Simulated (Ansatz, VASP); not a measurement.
**One calculation of Pt, two programs**

```
Pt
1.0
    -1.58422    1.58422    1.64759
     1.58422   -1.58422    1.64759
     1.58422    1.58422   -1.64759
Pt
1
Direct
  0.00000 0.00000 0.00000
```

Change from the starting cell: strain +0.000 along x and y, +0.040 along z, atoms carried along.

Alike in both runs: task single point; functional PBE; k mesh 22 × 22 × 22; occupations gaussian, width 0.15 eV; no spin polarisation.

|  | VASP | Ansatz |
| --- | --- | --- |
| version | VASP 6.6.1 | Ansatz 0.2.0 |
| potentials or method | VASP PAW PBE potentials, release 64 (Pt), cutoff 520 eV | scalar-relativistic, plane waves, PAW |
| valence electrons in the cell | 10 | 18 |

VASP gave:

- gap on the k mesh at the Fermi level (eV): none
- pressure (GPa): -9.7
- traceless stress, the component that is largest in VASP (GPa): 1.87

Q: What did Ansatz give for the same quantities?

A: gap on the k mesh at the Fermi level (eV): none; pressure (GPa): -9.3; traceless stress, the component that is largest in VASP (GPa): 1.88.

A gap of «none» marks a metal or a gap that the smearing closes. The functional is the same, so the differences come from potentials, cutoffs and numerics. VASP's potentials hold 10 valence electrons a cell and Ansatz's 18, so a difference there can come from the potentials and not from the codes.

Spin-orbit coupling is off throughout.
